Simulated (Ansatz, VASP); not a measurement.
## Two plane-wave programs on W

```xyz
1
Lattice="-1.5690 1.5690 1.5690 1.5690 -1.5690 1.5690 1.5690 1.5690 -1.5690" Properties=species:S:1:pos:R:3 pbc="T T T"
W     0.0000    0.0000    0.0000
```

Alike in both runs: task relaxation of cell and atoms; functional LDA; k mesh 18 × 18 × 18; occupations gaussian, width 0.1 eV; no spin polarisation.

```csv
,VASP,Ansatz
version,VASP 6.6.1,Ansatz 0.2.0
potentials or method,"VASP PAW LDA potentials, release 64 (W_sv), cutoff 600 eV","scalar-relativistic, plane waves, PAW"
valence electrons in the cell,14,14
```

VASP gave:

* gap on the k mesh at the Fermi level, each at its own relaxed structure (eV): none
* relaxed volume (Å³/atom): 15.51
* relaxed cell length with the largest relative difference (Å): 2.721

Estimate Ansatz's values.

gap on the k mesh at the Fermi level, each at its own relaxed structure (eV): none; relaxed volume (Å³/atom): 15.42; relaxed cell length with the largest relative difference (Å): 2.716.

Ansatz warns that its potentials were made for another functional, while VASP's fit it. LDA's correlation is that of Perdew and Zunger in VASP and of Perdew and Wang (1992) in Ansatz. A gap of «none» marks a metal or a gap that the smearing closes.

Spin-orbit coupling is off throughout.
